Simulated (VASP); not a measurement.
# Ge (Cmcm) in VASP: further runs, part 3 of 3

VASP 6.6.1. Earlier steps stand in the parts before.

**6. Single point, PBEsol**

Contents of INCAR:

```
SYSTEM = Ge
  ALGO = Normal
  EDIFF = 1E-6
  ENCUT = 500
  GGA = PS
  GGA_COMPAT = .False.
  ISIF = 2
  ISMEAR = -1
  LASPH = .True.
  LCHARG = .False.
  LREAL = .False.
  LWAVE = .False.
  NBANDS = 21
  NELM = 120
  PREC = Accurate
  SIGMA = 0.15
```

Contents of KPOINTS:

```
k-points
0
Gamma
  9 9 5
  0 0 0
```

Contents of POSCAR:

```
Ge
1.0
    1.4880529300     -2.5946896100      0.0000000000
    1.4880529300      2.5946896100      0.0000000000
    0.0000000000      0.0000000000      4.7275957900
Ge
2
Direct
    0.6665533705      0.3334466295      0.2500000005
    0.3334466295      0.6665533705      0.7499999995
```

Potentials or basis: VASP PAW PBE potentials, release 64 (Ge_d).

Run with:

```bash
> cat potpaw_PBE.64/Ge_d/POTCAR > POTCAR
> mpirun -np 1 vasp_std > vasp.out
```

OUTCAR:

```text
SYSTEM = Ge
   EDIFF = 1E-6
   ENCUT = 500
   GGA = PS
   ISIF = 2
   ISMEAR = -1
   LASPH = .True.
   LREAL = .False.
   NELM = 120
   PREC = Accurate

 ion  position               nearest neighbor table
   1  0.667  0.333  0.250-
   2  0.333  0.667  0.750-

  LATTYP: Found a base centered orthorhombic cell.
 ALAT       =     2.9761058600
 B/A-ratio  =     1.7436809926
 C/A-ratio  =     1.5885173486

  Lattice vectors:

 A1 = (   1.4880529300,  -2.5946896100,   0.0000000000)
 A2 = (   1.4880529300,   2.5946896100,   0.0000000000)
 A3 = (   0.0000000000,   0.0000000000,   4.7275957900)

Analysis of symmetry for initial positions (statically):
=====================================================================
 Subroutine PRICEL returns:
 Original cell was already a primitive cell.

 Routine SETGRP: Setting up the symmetry group for a
 base centered orthorhombic supercell.

 Subroutine GETGRP returns: Found  8 space group operations
 (whereof  4 operations were pure point group operations)
 out of a pool of  8 trial point group operations.

The static configuration has the point symmetry C_2h.
 The point group associated with its full space group is D_2h.

Analysis of symmetry for dynamics (positions and initial velocities):
=====================================================================
 Subroutine PRICEL returns:
 Original cell was already a primitive cell.

 Routine SETGRP: Setting up the symmetry group for a
 base centered orthorhombic supercell.

 Subroutine GETGRP returns: Found  8 space group operations
 (whereof  4 operations were pure point group operations)
 out of a pool of  8 trial point group operations.

The dynamic configuration has the point symmetry C_2h.
 The point group associated with its full space group is D_2h.

 Subroutine INISYM returns: Found  8 space group operations
 (whereof  4 operations are pure point group operations),
 and found     1 'primitive' translations

----------------------------------------------------------------------------------------

                                     Primitive cell

  volume of cell :      36.5068

  direct lattice vectors                    reciprocal lattice vectors
     1.488052930 -2.594689610  0.000000000     0.336009553 -0.192701277  0.000000000
     1.488052930  2.594689610  0.000000000     0.336009553  0.192701277  0.000000000
     0.000000000  0.000000000  4.727595790     0.000000000  0.000000000  0.211524006

  length of vectors
     2.991106099  2.991106099  4.727595790     0.387345068  0.387345068  0.211524006

  position of ions in fractional coordinates (direct lattice)
     0.666553370  0.333446630  0.250000001
     0.333446630  0.666553370  0.749999999

  ion indices of the primitive-cell ions
   primitive index   ion index
                 1           1
                 2           2

----------------------------------------------------------------------------------------

 KPOINTS: k-points

Automatic generation of k-mesh.
 Grid dimensions read from file:
 generate k-points for:    9    9    5

 Generating k-lattice:

  Cartesian coordinates                     Fractional coordinates (reciprocal lattice)
     0.037334395 -0.021411253  0.000000000     0.111111111  0.000000000  0.000000000
     0.037334395  0.021411253  0.000000000     0.000000000  0.111111111  0.000000000
     0.000000000  0.000000000  0.042304801     0.000000000  0.000000000  0.200000000

  Length of vectors
     0.043038341  0.043038341  0.042304801

  Shift w.r.t. Gamma in fractional coordinates (k-lattice)
     0.000000000  0.000000000  0.000000000

 Subroutine IBZKPT returns following result:
 ===========================================

 Found     75 irreducible k-points:

 Following reciprocal coordinates:
            Coordinates               Weight
  0.000000  0.000000  0.000000      1.000000
  0.111111 -0.000000  0.000000      4.000000
  0.222222 -0.000000  0.000000      4.000000
  0.333333 -0.000000  0.000000      4.000000
  0.444444 -0.000000  0.000000      4.000000
  0.111111  0.111111  0.000000      2.000000
[... 16 lines left out ...]
 -0.333333  0.333333  0.000000      2.000000
  0.444444  0.444444  0.000000      2.000000
 [... further k-points ...]
   k-points           NKPTS =     75   k-points in BZ     NKDIM =     75   number of bands    NBANDS=     21
   number of dos      NEDOS =    301   number of ions     NIONS =      2
   total plane-waves  NPLWV =  20736
   dimension x,y,z NGX =    24 NGY =   24 NGZ =   36
   dimension x,y,z NGXF=    48 NGYF=   48 NGZF=   72
   ions per type =               2
   NGX,Y,Z   is equivalent  to a cutoff of  13.34, 13.34, 12.66 a.u.
   NGXF,Y,Z  is equivalent  to a cutoff of  26.68, 26.68, 25.32 a.u.
 SYSTEM =  Ge
   PREC   = accura    normal or accurate (medium, high low for compatibility)
   ISTART =      0    job   : 0-new  1-cont  2-samecut
   ICHARG =      2    charge: 1-file 2-atom 10-const
   ISPIN  =      1    spin polarized calculation?
   LNONCOLLINEAR =      F non collinear calculations
   LSORBIT =      F    spin-orbit coupling
   LASPH  =      T    aspherical Exc in radial PAW
   ENCUT  =  500.0 eV  36.75 Ry    6.06 a.u.   5.45  5.45  8.62*2*pi/ulx,y,z
   NELM   =    120;   NELMIN=  2; NELMDL= -5     # of ELM steps
   EDIFF  = 0.1E-05   stopping-criterion for ELM
   LREAL  =      F    real-space projection
   EDIFFG = 0.1E-04   stopping-criterion for IOM
   NSW    =      0    number of steps for IOM
   IBRION =     -1    ionic relax: 0-MD 1-quasi-New 2-CG
   NFREE  =      0    steps in history (QN), initial steepest desc. (CG)
   ISIF   =      2    stress and relaxation
   ISYM   =      2    0-nonsym 1-usesym 2-fastsym
   POTIM  = 0.5000    time-step for ionic-motion
   TEBEG  =    0.0;   TEEND  =   0.0 temperature during run
   PSTRESS=    0.0 pullay stress
   NELECT =      28.0000    total number of electrons
   NUPDOWN=      -1.0000    fix difference up-down
   EMIN   =  10.00;   EMAX   =-10.00  energy-range for DOS
   EFERMI =   0.00;   METHOD = LEGACY
   ISMEAR =    -1;   SIGMA  =   0.15  broadening in eV -4-tet -1-fermi 0-gaus
   EFERMI_NEDOS =   21; number of points for ismear=-14 and -15
   IALGO  =     38    algorithm
   IMIX   =      4    mixing-type and parameters
     AMIX     =   0.40;   BMIX     =  1.00
     AMIX_MAG =   1.60;   BMIX_MAG =  1.00
  volume/ion in A,a.u.               =      18.25       123.18
  Fermi-wavevector in a.u.,A,eV,Ry     =   1.498544  2.831837 30.553702  2.245634
  Thomas-Fermi vector in A             =   2.610289
   LORBIT       =      0    0 simple, 1 ext, 2 COOP (PROOUT), +10 PAW based schemes
   GGA     = PS    functional components
   LHFCALC =     F    Hartree Fock is set to
   AEXX    =    0.0000 exact exchange contribution
   IVDW    =     0    specifies the selected vdW correction
   LEPSILON=     F    determine dielectric tensor
   LRPA    =     F    only Hartree local field effects (RPA)
 non-spin polarized calculation
  energy-cutoff  :      500.00
  volume of cell :       36.51
 maximum number of plane-waves:       957
 NGX is ok and might be reduce to    24
   NGX = 11   NGY = 11   NGZ = 17

 number of electron      28.0000012 magnetization

 Free energy of the ion-electron system (eV)
  ---------------------------------------------------
  ext. energy  EPLUGINS =         0.00000000
  ---------------------------------------------------
  free energy    TOTEN  =        -9.34722823 eV

  energy without entropy =       -9.27981804  energy(sigma->0) =       -9.31352314

 E-fermi :   7.0465     XC(G=0): -11.6062

 val. band max:        6.9939678317   @ k =   0.2222   0.2222   0.2000
 cond. band min:       7.1259243655   @ k =   0.3333   0.1111   0.0000
 fundamental gap:      0.1319565339
 Fermi energy:         7.0465435996

 k-point     1 :       0.0000    0.0000    0.0000
  band No.  band energies     occupation
      1     -17.6613      2.00000
      2     -17.6509      2.00000
      3     -17.6486      2.00000
      4     -17.6471      2.00000
      5     -17.6415      2.00000
      6     -17.6382      2.00000
[... 13 lines left out ...]
     20      19.8277      0.00000
     21      21.0970      0.00000

 k-point     2 :       0.1111   -0.0000    0.0000
  band No.  band energies     occupation
      1     -17.6652      2.00000
      2     -17.6536      2.00000
      3     -17.6395      2.00000
      4     -17.6370      2.00000
      5     -17.6332      2.00000
      6     -17.6320      2.00000
[... 520 lines left out ...]
 k-point    24 :       0.4444    0.4444    0.0000
  band No.  band energies     occupation
      1     -17.7018      2.00000
      2     -17.6841      2.00000
      3     -17.6512      2.00000
      4     -17.6451      2.00000
      5     -17.6055      2.00000
      6     -17.6031      2.00000
[... 13 lines left out ...]
     20      15.8811      0.00000
     21      21.8944      0.00000

 [... further k-points ...]
[... 5 lines left out ...]
  --------------------------------------------------------------------------------------
  -------------------------------------------------------------------------------------
  Total       -0.1146334     -0.1998849      0.3496932      0.0000000     -0.0000000      0.0000000
  in kB       -5.0309236     -8.7723596     15.3470060      0.0000000     -0.0000000      0.0000000
  external PRESSURE =       0.5145743 kB  Pullay stress =       0.0000000 kB

 VOLUME and BASIS-vectors are now :
 -----------------------------------------------------------------------------
  energy-cutoff  :      500.00
  volume of cell :       36.51
      direct lattice vectors                 reciprocal lattice vectors
     1.488052930 -2.594689610  0.000000000     0.336009553 -0.192701277  0.000000000
     1.488052930  2.594689610  0.000000000     0.336009553  0.192701277  0.000000000
     0.000000000  0.000000000  4.727595790     0.000000000  0.000000000  0.211524006

 POSITION                                       TOTAL-FORCE (eV/Angst)
 -----------------------------------------------------------------------------------
      1.48805     -0.86431      1.18190         0.000000      0.005190      0.000000
      1.48805      0.86431      3.54570         0.000000     -0.005190      0.000000
 -----------------------------------------------------------------------------------
    total drift:                               -0.000001      0.000000      0.000000

  FREE ENERGIE OF THE ION-ELECTRON SYSTEM (eV)
  ---------------------------------------------------
  free  energy   TOTEN  =        -9.3472282291 eV

  energy  without entropy=       -9.2798180414  energy(sigma->0) =       -9.31352314
```

It took 26 s on 1 thread of Intel Xeon 6975P-C, shared host; peak memory 0.18 GiB.

Results:

- Free energy: -9.3472 eV
- Pressure: 0.1 GPa
- Largest force: 0.005 eV/Å
- Band gap on the k mesh: zero (band 14 reaches 13.73 eV, above the bottom of band 15 at 3.94 eV)

Forces on the atoms (eV/Å):
```
Ge   0.000  0.005  0.000
Ge   0.000 -0.005  0.000
```

Stress tensor (GPa, compression positive):
```
-0.50  0.00  0.00
 0.00 -0.88  0.00
 0.00  0.00  1.53
```

Caveat: the PAW data sets were made with another functional, which shifts forces and pressure a little.

**7. Single point, PBEsol**

Contents of INCAR:

```
PREC = Accurate
ENCUT = 500
EDIFF = 1E-6
ISMEAR = -1
SIGMA = 0.15
LREAL = False
LASPH = True
NELM = 120
ALGO = Normal
ISIF = 2
LWAVE = False
LCHARG = True
GGA = PS
LELF = True
LVHAR = True
NBANDS = 21
GGA_COMPAT = False
```

Contents of KPOINTS:

```
regular mesh
0
Gamma
  11 11 6
```

POSCAR is that of step 6.

Run with:

```bash
> cat potpaw_PBE.64/Ge_d/POTCAR > POTCAR
> mpirun -np 1 vasp_std > vasp.out
```

It took 38 s on 1 thread of Intel Xeon 6975P-C, shared host; peak memory 0.21 GiB.

It converged, with:

* Free energy: -9.3556 eV
* Pressure: 0.6 GPa
* Largest force: 0.004 eV/Å
* Band gap on the k mesh: zero (band 14 reaches 13.67 eV, above the bottom of band 15 at 4.30 eV)

Forces in eV/Å, atoms in the order of the input:
```
Ge   0.000  0.004  0.000
Ge   0.000 -0.004  0.000
```

Stress tensor (GPa, compression positive):
```
-1.26  0.00  0.00
 0.00 -1.35  0.00
 0.00  0.00  4.33
```

Levels at points of the mesh, in eV from the Fermi level:
| k point | band 11 | band 12 | band 13 | band 14 | band 15 | band 16 | band 17 | band 18 |
| --- | --- | --- | --- | --- | --- | --- | --- | --- |
| (0.00, 0.00, 0.00) | -13.45 | -7.56 | -5.62 | 6.52 | 6.64 | 8.60 | 8.72 | 10.03 |
| (0.00, 0.00, 0.50) | -11.78 | -11.78 | 1.80 | 1.80 | 7.67 | 7.67 | 7.78 | 7.78 |

Caveat: the PAW data sets were made with another functional, which shifts forces and pressure a little.

**8. Overview**

```tsv
k mesh	gap on the mesh (eV)	pressure (GPa)	largest force (eV/Å)
3 × 3 × 2	none	-4.9	0.01
4 × 4 × 2	none	-3.2	0.01
5 × 5 × 3	none	1.4	0.01
7 × 7 × 4	none	1.3	0.01
9 × 9 × 5	none	0.1	0.01
11 × 11 × 6	none	0.6	-
```

Alike in all rows: task single point; level PBEsol; potentials or basis VASP PAW PBE potentials, release 64 (Ge_d); no spin polarisation; cell as given; cutoff (eV) 500; smearing fermi-dirac 0.15 eV.

Caveats: some runs use coarse meshes; the PAW data sets were made with another functional, which shifts forces and pressure a little.

Absolute energies hang on the potentials; compare differences alone.
